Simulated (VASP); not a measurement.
# TiB2 in VASP: settings compared

Aim: see how the results for TiB2 move with the level of theory and the settings. Levels: r2SCAN, PBEsol+D4, PBE-based screened hybrid, LDA, PBEsol. Tasks: single point.

All numbers are computed with VASP 6.6.1; they aren't measurements. Logs are shortened: lines on timing, memory, paths and dates and some standing lists are left out, and cuts for length are marked.

## Step 1: The cell of the first run

It takes space group P6/mmm (No. 191, hexagonal). Conventional cell: a = 3.069 Å, b = 3.069 Å, c = 3.271 Å, α = 90.00°, β = 90.00°, γ = 120.00°. Ti (site symmetry 6/mmm) has 12 B at 2.41 Å and 6 Ti at 3.07 Å within 3.2 Å. Within 2.4 Å of B (site symmetry -6m2) lie 3 B at 1.77 Å.

## Step 2: Single point, r2SCAN

Input file POSCAR:

```
TiB2
1.0
    3.0690624661      0.0000000000      0.0000000000
   -1.5345312330      2.6578860614      0.0000000000
    0.0000000000      0.0000000000      3.2708838193
Ti B
1 2
Direct
    0.0000000000      0.0000000000      0.0000000000
    0.6666666667      0.3333333333      0.5000000000
    0.3333333333      0.6666666667      0.5000000000
```

Input file INCAR.step1:

```
SYSTEM = TiB2
PREC     = Accurate       ! precision mode
ENCUT    = 520            ! plane-wave cutoff, eV
ISMEAR   = -1             ! smearing method
SIGMA    = 0.05           ! smearing width, eV
LREAL    = .FALSE.        ! projectors in reciprocal space
LASPH    = .TRUE.         ! aspherical terms in the spheres
NELM     = 100            ! most SCF steps
NBANDS   = 16             ! bands
GGA      = PE             ! functional
ALGO     = Normal         ! electronic algorithm
EDIFF    = 1E-4           ! SCF threshold, eV
LWAVE    = .TRUE.         ! write WAVECAR
LCHARG   = .FALSE.        ! write CHGCAR
```

Input file INCAR.step2:

```
SYSTEM = TiB2
PREC     = Accurate       ! precision mode
ENCUT    = 520            ! plane-wave cutoff, eV
EDIFF    = 1E-6           ! SCF threshold, eV
ISMEAR   = -1             ! smearing method
SIGMA    = 0.05           ! smearing width, eV
LREAL    = .FALSE.        ! projectors in reciprocal space
LASPH    = .TRUE.         ! aspherical terms in the spheres
NELM     = 100            ! most SCF steps
ALGO     = Normal         ! electronic algorithm
ISIF     = 2              ! what is computed and relaxed
LWAVE    = .FALSE.        ! write WAVECAR
LCHARG   = .FALSE.        ! write CHGCAR
METAGGA  = R2SCAN         ! meta-GGA
LMIXTAU  = .TRUE.       
NBANDS   = 16             ! bands
ISTART   = 1
```

Input file KPOINTS:

```
regular mesh
0
G
  10 10 8
  0 0 0
```

Potentials or basis: VASP PAW PBE potentials, release 64 (Ti_sv, B).

Run with:

```bash
> cat potpaw_PBE.64/Ti_sv/POTCAR potpaw_PBE.64/B/POTCAR > POTCAR
> cp INCAR.step1 INCAR
> mpirun -np 1 vasp_std > vasp.out
> cp INCAR.step2 INCAR
> mpirun -np 1 vasp_std > vasp.out
```

OUTCAR:

```text
SYSTEM = TiB2
   PREC = Accurate
   ENCUT = 520
   EDIFF = 1E-6
   ISMEAR = -1
   LREAL = .FALSE.
   LASPH = .TRUE.
   NELM = 100
   ISIF = 2
   METAGGA = R2SCAN
   ISTART = 1

 ion  position               nearest neighbor table
   1  0.000  0.000  0.000-   2 2.41   3 2.41   2 2.41   3 2.41   3 2.41   3 2.41   2 2.41   2 2.41
                             2 2.41   2 2.41   3 2.41   3 2.41
   2  0.667  0.333  0.500-   3 1.77   3 1.77   3 1.77   1 2.41   1 2.41   1 2.41   1 2.41   1 2.41
                             1 2.41
   3  0.333  0.667  0.500-   2 1.77   2 1.77   2 1.77   1 2.41   1 2.41   1 2.41   1 2.41   1 2.41
                             1 2.41

  LATTYP: Found a hexagonal cell.
 ALAT       =     3.0690624661
 C/A-ratio  =     1.0657599366

  Lattice vectors:

 A1 = (   3.0690624661,   0.0000000000,   0.0000000000)
 A2 = (  -1.5345312330,   2.6578860614,   0.0000000000)
 A3 = (   0.0000000000,   0.0000000000,   3.2708838193)

Analysis of symmetry for initial positions (statically):
=====================================================================
 Subroutine PRICEL returns:
 Original cell was already a primitive cell.

 Routine SETGRP: Setting up the symmetry group for a
 hexagonal supercell.

 Subroutine GETGRP returns: Found 24 space group operations
 (whereof 24 operations were pure point group operations)
 out of a pool of 24 trial point group operations.

The static configuration has the point symmetry D_6h.

Analysis of symmetry for dynamics (positions and initial velocities):
=====================================================================
 Subroutine PRICEL returns:
 Original cell was already a primitive cell.

 Routine SETGRP: Setting up the symmetry group for a
 hexagonal supercell.

 Subroutine GETGRP returns: Found 24 space group operations
 (whereof 24 operations were pure point group operations)
 out of a pool of 24 trial point group operations.

The dynamic configuration has the point symmetry D_6h.

 Subroutine INISYM returns: Found 24 space group operations
 (whereof 24 operations are pure point group operations),
 and found     1 'primitive' translations

----------------------------------------------------------------------------------------

                                     Primitive cell

  volume of cell :      26.6813

  direct lattice vectors                    reciprocal lattice vectors
     3.069062466  0.000000000  0.000000000     0.325832404  0.188119426  0.000000000
    -1.534531233  2.657886061  0.000000000     0.000000000  0.376238852  0.000000000
     0.000000000  0.000000000  3.270883819     0.000000000  0.000000000  0.305727765

  length of vectors
     3.069062466  3.069062466  3.270883819     0.376238852  0.376238852  0.305727765

  position of ions in fractional coordinates (direct lattice)
     0.000000000  0.000000000  0.000000000
     0.666666667  0.333333333  0.500000000
     0.333333333  0.666666667  0.500000000

  ion indices of the primitive-cell ions
   primitive index   ion index
                 1           1
                 2           2
                 3           3

----------------------------------------------------------------------------------------

 KPOINTS: regular mesh

Automatic generation of k-mesh.
 Grid dimensions read from file:
 generate k-points for:   10   10    8

 Generating k-lattice:

  Cartesian coordinates                     Fractional coordinates (reciprocal lattice)
     0.032583240  0.018811943  0.000000000     0.100000000  0.000000000  0.000000000
     0.000000000  0.037623885  0.000000000     0.000000000  0.100000000  0.000000000
     0.000000000  0.000000000  0.038215971     0.000000000  0.000000000  0.125000000

  Length of vectors
     0.037623885  0.037623885  0.038215971

  Shift w.r.t. Gamma in fractional coordinates (k-lattice)
     0.000000000  0.000000000  0.000000000

 Subroutine IBZKPT returns following result:
 ===========================================

 Found     70 irreducible k-points:

 Following reciprocal coordinates:
            Coordinates               Weight
  0.000000  0.000000  0.000000      1.000000
  0.100000  0.000000  0.000000      6.000000
  0.200000  0.000000  0.000000      6.000000
  0.300000  0.000000  0.000000      6.000000
  0.400000  0.000000  0.000000      6.000000
  0.500000  0.000000  0.000000      3.000000
[... 16 lines left out ...]
  0.300000  0.100000  0.125000     24.000000
  0.400000  0.100000  0.125000     24.000000
 [... further k-points ...]
   k-points           NKPTS =     70   k-points in BZ     NKDIM =     70   number of bands    NBANDS=     16
   number of dos      NEDOS =    301   number of ions     NIONS =      3
   total plane-waves  NPLWV =  13824
   dimension x,y,z NGX =    24 NGY =   24 NGZ =   24
   dimension x,y,z NGXF=    48 NGYF=   48 NGZF=   48
   ions per type =               1   2
   NGX,Y,Z   is equivalent  to a cutoff of  13.00, 13.00, 12.20 a.u.
   NGXF,Y,Z  is equivalent  to a cutoff of  26.00, 26.00, 24.40 a.u.
 SYSTEM =  TiB2
   PREC   = accura    normal or accurate (medium, high low for compatibility)
   ISTART =      1    job   : 0-new  1-cont  2-samecut
   ICHARG =      0    charge: 1-file 2-atom 10-const
   ISPIN  =      1    spin polarized calculation?
   LNONCOLLINEAR =      F non collinear calculations
   LSORBIT =      F    spin-orbit coupling
   LASPH  =      T    aspherical Exc in radial PAW
   ENCUT  =  520.0 eV  38.22 Ry    6.18 a.u.   5.71  5.71  6.08*2*pi/ulx,y,z
   NELM   =    100;   NELMIN=  2; NELMDL=  0     # of ELM steps
   EDIFF  = 0.1E-05   stopping-criterion for ELM
   LREAL  =      F    real-space projection
   EDIFFG = 0.1E-04   stopping-criterion for IOM
   NSW    =      0    number of steps for IOM
   IBRION =     -1    ionic relax: 0-MD 1-quasi-New 2-CG
   NFREE  =      0    steps in history (QN), initial steepest desc. (CG)
   ISIF   =      2    stress and relaxation
   ISYM   =      2    0-nonsym 1-usesym 2-fastsym
   POTIM  = 0.5000    time-step for ionic-motion
   TEBEG  =    0.0;   TEEND  =   0.0 temperature during run
   PSTRESS=    0.0 pullay stress
   NELECT =      18.0000    total number of electrons
   NUPDOWN=      -1.0000    fix difference up-down
   EMIN   =  10.00;   EMAX   =-10.00  energy-range for DOS
   EFERMI =   0.00;   METHOD = LEGACY
   ISMEAR =    -1;   SIGMA  =   0.05  broadening in eV -4-tet -1-fermi 0-gaus
   EFERMI_NEDOS =   21; number of points for ismear=-14 and -15
   IALGO  =     38    algorithm
   IMIX   =      4    mixing-type and parameters
     AMIX     =   0.40;   BMIX     =  1.00
     AMIX_MAG =   1.60;   BMIX_MAG =  1.00
  volume/ion in A,a.u.               =       8.89        60.02
  Fermi-wavevector in a.u.,A,eV,Ry     =   1.435809  2.713285 28.049047  2.061547
  Thomas-Fermi vector in A             =   2.555066
   LORBIT       =      0    0 simple, 1 ext, 2 COOP (PROOUT), +10 PAW based schemes
   METAGGA = R2SCAN    functional components
   LHFCALC =     F    Hartree Fock is set to
   AEXX    =    0.0000 exact exchange contribution
   IVDW    =     0    specifies the selected vdW correction
   LEPSILON=     F    determine dielectric tensor
   LRPA    =     F    only Hartree local field effects (RPA)
 non-spin polarized calculation
  energy-cutoff  :      520.00
  volume of cell :       26.68
 maximum number of plane-waves:       736
 NGX is ok and might be reduce to    24
   NGX = 11   NGY = 11   NGZ = 13

 number of electron      18.0000001 magnetization

 Free energy of the ion-electron system (eV)
  ---------------------------------------------------
  ext. energy  EPLUGINS =         0.00000000
  ---------------------------------------------------
  free energy    TOTEN  =       -30.93476820 eV

  energy without entropy =      -30.92812405  energy(sigma->0) =      -30.93144613

 E-fermi :   9.6659     XC(G=0): -13.5308

 val. band max:        9.6592033604   @ k =   0.1000   0.0000   0.3750
 cond. band min:       9.6720023268   @ k =   0.3000   0.2000   0.0000
 fundamental gap:      0.0127989664
 Fermi energy:         9.6658635669

 k-point     1 :       0.0000    0.0000    0.0000
  band No.  band energies     occupation
      1     -49.7812      2.00000
      2     -25.0805      2.00000
      3     -24.7855      2.00000
      4     -24.7854      2.00000
      5      -4.5326      2.00000
      6       7.0362      2.00000
[... 8 lines left out ...]
     15      15.4920      0.00000
     16      16.4308      0.00000

 k-point     2 :       0.1000    0.0000    0.0000
  band No.  band energies     occupation
      1     -49.7766      2.00000
      2     -25.0745      2.00000
      3     -24.8214      2.00000
      4     -24.7936      2.00000
      5      -4.3356      2.00000
      6       6.4352      2.00000
[... 8 lines left out ...]
     15      16.6193      0.00000
     16      17.1215      0.00000

 k-point     3 :       0.2000    0.0000    0.0000
  band No.  band energies     occupation
      1     -49.7646      2.00000
      2     -25.0587      2.00000
      3     -24.9146      2.00000
      4     -24.8147      2.00000
      5      -3.7585      2.00000
      6       4.9961      2.00000
[... 8 lines left out ...]
     15      17.7674      0.00000
     16      18.7372      0.00000

 k-point     4 :       0.3000    0.0000    0.0000
  band No.  band energies     occupation
      1     -49.7497      2.00000
      2     -25.0392      2.00000
      3     -25.0280      2.00000
      4     -24.8408      2.00000
      5      -2.8382      2.00000
      6       3.2540      2.00000
[... 8 lines left out ...]
     15      16.9230      0.00000
     16      18.7030      0.00000

 k-point     5 :       0.4000    0.0000    0.0000
  band No.  band energies     occupation
      1     -49.7376      2.00000
      2     -25.1183      2.00000
      3     -25.0234      2.00000
      4     -24.8617      2.00000
      5      -1.6227      2.00000
      6       1.4921      2.00000
[... 8 lines left out ...]
     15      17.0525      0.00000
     16      18.1771      0.00000

 k-point     6 :       0.5000    0.0000    0.0000
  band No.  band energies     occupation
      1     -49.7330      2.00000
      2     -25.1526      2.00000
      3     -25.0174      2.00000
      4     -24.8697      2.00000
      5      -0.2326      2.00000
      6      -0.0867      2.00000
[... 8 lines left out ...]
     15      17.1574      0.00000
     16      17.7596      0.00000
[... 267 lines left out ...]
 k-point    21 :       0.1000    0.1000    0.1250
  band No.  band energies     occupation
      1     -49.7665      2.00000
      2     -25.0888      2.00000
      3     -24.8805      2.00000
      4     -24.8085      2.00000
      5      -3.7681      2.00000
      6       5.6326      2.00000
[... 8 lines left out ...]
     15      17.4068      0.00000
     16      17.5508      0.00000

 k-point    22 :       0.2000    0.1000    0.1250
  band No.  band energies     occupation
      1     -49.7531      2.00000
      2     -25.0704      2.00000
      3     -24.9766      2.00000
      4     -24.8383      2.00000
      5      -3.0458      2.00000
      6       4.1588      2.00000
[... 8 lines left out ...]
     15      17.7296      0.00000
     16      19.1193      0.00000

 k-point    23 :       0.3000    0.1000    0.1250
  band No.  band energies     occupation
      1     -49.7396      2.00000
      2     -25.0718      2.00000
      3     -25.0510      2.00000
      4     -24.8683      2.00000
      5      -2.0166      2.00000
      6       2.4721      2.00000
[... 8 lines left out ...]
     15      17.9324      0.00000
     16      19.4566      0.00000

 k-point    24 :       0.4000    0.1000    0.1250
  band No.  band energies     occupation
      1     -49.7313      2.00000
      2     -25.1290      2.00000
      3     -25.0399      2.00000
      4     -24.8868      2.00000
      5      -0.7399      2.00000
      6       0.8329      2.00000
[... 8 lines left out ...]
     15      18.2042      0.00000
     16      19.3019      0.00000

 [... further k-points ...]
[... 5 lines left out ...]
  --------------------------------------------------------------------------------------
  -------------------------------------------------------------------------------------
  Total       -1.7859514     -1.7859514     -1.3282168     -0.0000000     -0.0000000      0.0000000
  in kB     -107.2440050   -107.2440050    -79.7576513     -0.0000000     -0.0000000      0.0000000
  external PRESSURE =     -98.0818871 kB  Pullay stress =       0.0000000 kB

 VOLUME and BASIS-vectors are now :
 -----------------------------------------------------------------------------
  energy-cutoff  :      520.00
  volume of cell :       26.68
      direct lattice vectors                 reciprocal lattice vectors
     3.069062466  0.000000000  0.000000000     0.325832404  0.188119426  0.000000000
    -1.534531233  2.657886061  0.000000000     0.000000000  0.376238852  0.000000000
     0.000000000  0.000000000  3.270883819     0.000000000  0.000000000  0.305727765

 POSITION                                       TOTAL-FORCE (eV/Angst)
 -----------------------------------------------------------------------------------
      0.00000      0.00000      0.00000        -0.000000      0.000000      0.000000
      1.53453      0.88596      1.63544         0.000000      0.000000      0.000000
     -0.00000      1.77192      1.63544        -0.000000      0.000000     -0.000000
 -----------------------------------------------------------------------------------
    total drift:                               -0.000000      0.000000      0.000000

  FREE ENERGIE OF THE ION-ELECTRON SYSTEM (eV)
  ---------------------------------------------------
  free  energy   TOTEN  =       -30.9347682001 eV

  energy  without entropy=      -30.9281240501  energy(sigma->0) =      -30.93144613
```

Wall time 43 s (1 thread of Intel Xeon Platinum 8488C (Sapphire Rapids), shared host); peak memory 0.16 GiB.

Results:

```yaml
Free_energy: -30.9348 eV
Pressure: -9.8 GPa
Band_gap_on_the_k_mesh: zero (band 9 reaches 10.14 eV, above the bottom of band 10 at 9.51 eV)
```

Levels at points of the mesh, in eV from the Fermi level:
```csv
k point,band 5,band 6,band 7,band 8,band 9,band 10,band 11,band 12,band 13,band 14
"(0.00, 0.00, 0.00)",-14.20,-2.63,-2.63,-2.53,-2.04,1.92,1.92,3.72,3.72,5.83
"(0.50, 0.00, 0.00)",-9.90,-9.75,-3.42,-3.28,-2.22,1.37,2.76,3.24,3.41,7.46
"(0.00, 0.00, 0.50)",-12.35,-7.91,-0.57,-0.57,-0.15,-0.15,0.50,0.50,1.72,6.76
"(0.50, 0.00, 0.50)",-10.28,-7.99,-4.75,-3.90,-3.44,2.53,2.93,4.39,4.59,5.29
```

Caveat: the PAW data sets were made with another functional, which shifts forces and pressure a little.

## Step 3: Single point, PBEsol+D4 (atoms moved at random)

Input file INCAR:

```
PREC     = Accurate       # precision mode
ENCUT    = 520            # plane-wave cutoff, eV
EDIFF    = 1E-6           # SCF threshold, eV
ISMEAR   = -1             # smearing method
SIGMA    = 0.05           # smearing width, eV
LREAL    = False          # projectors in reciprocal space
LASPH    = True           # aspherical terms in the spheres
NELM     = 60             # most SCF steps
ALGO     = Normal         # electronic algorithm
ISIF     = 2              # what is computed and relaxed
LWAVE    = False          # write WAVECAR
LCHARG   = False          # write CHGCAR
GGA      = PS             # functional
IVDW     = 13             # dispersion correction
NBANDS   = 16             # bands
```

Input file KPOINTS:

```
regular mesh
0
Gamma
  10 10 8
```

Input file POSCAR:

```
TiB2
1.0
    3.0292000000      0.0000000000      0.0000000000
   -1.5146000000      2.6233641531      0.0000000000
    0.0000000000      0.0000000000      3.2284000000
Ti B
1 2
Direct
    0.0148460000      0.0185700000      0.0087130000
    0.6468360000      0.3135320000      0.5022010000
    0.3460660000      0.6829470000      0.4964310000
```

Potentials or basis: VASP PAW PBE potentials, release 64 (Ti_sv, B).

Run with:

```bash
> cat potpaw_PBE.64/Ti_sv/POTCAR potpaw_PBE.64/B/POTCAR > POTCAR
> mpirun -np 1 vasp_std > vasp.out
```

Run time: 2.9 min. Hardware: 1 thread of Intel Xeon 6975P-C, shared host; peak memory 0.27 GiB.

It converged, with:

- Free energy: -26.2514 eV
- Pressure: -7.3 GPa
- Largest force: 2.130 eV/Å
- Band gap on the k mesh: zero (band 9 reaches 10.23 eV, above the bottom of band 10 at 9.66 eV)
- Dispersion energy per atom: -0.197 eV

Forces on the atoms (eV/Å):
```
Ti  -0.394 -0.715 -0.429
B    0.716  2.003  0.118
B   -0.321 -1.288  0.311
```

Stress tensor (GPa, compression positive):
```
 -8.70  -0.41   0.18
 -0.41  -2.40   0.39
  0.18   0.39 -10.86
```

Levels at points of the mesh, in eV from the Fermi level:
```tsv
k point	band 7	band 8	band 9	band 10	band 11	band 12
(0.00, 0.00, 0.00)	-2.38	-2.13	-1.97	1.88	2.01	3.38
(0.50, 0.00, 0.00)	-3.45	-3.40	-2.25	1.43	2.83	3.33
(0.00, 0.50, 0.00)	-2.98	-2.91	-2.17	1.34	2.80	2.85
(0.50, 0.50, 0.00)	-3.26	-3.21	-2.14	1.36	2.81	3.31
(0.00, 0.00, 0.50)	-1.24	-0.53	0.23	0.26	0.47	0.62
(0.50, 0.00, 0.50)	-4.68	-3.58	-3.28	2.56	3.00	4.33
(0.00, 0.50, 0.50)	-4.48	-4.03	-2.81	2.51	3.00	4.52
(0.50, 0.50, 0.50)	-4.52	-3.73	-3.12	2.54	3.00	4.29
```

Caveat: the cell differs from its parent crystal (atoms moved at random); the PAW data sets were made with another functional, which shifts forces and pressure a little; pairwise dispersion overbinds metals, which lowers pressure and volume.

(Part 1 of 2 ends here.)
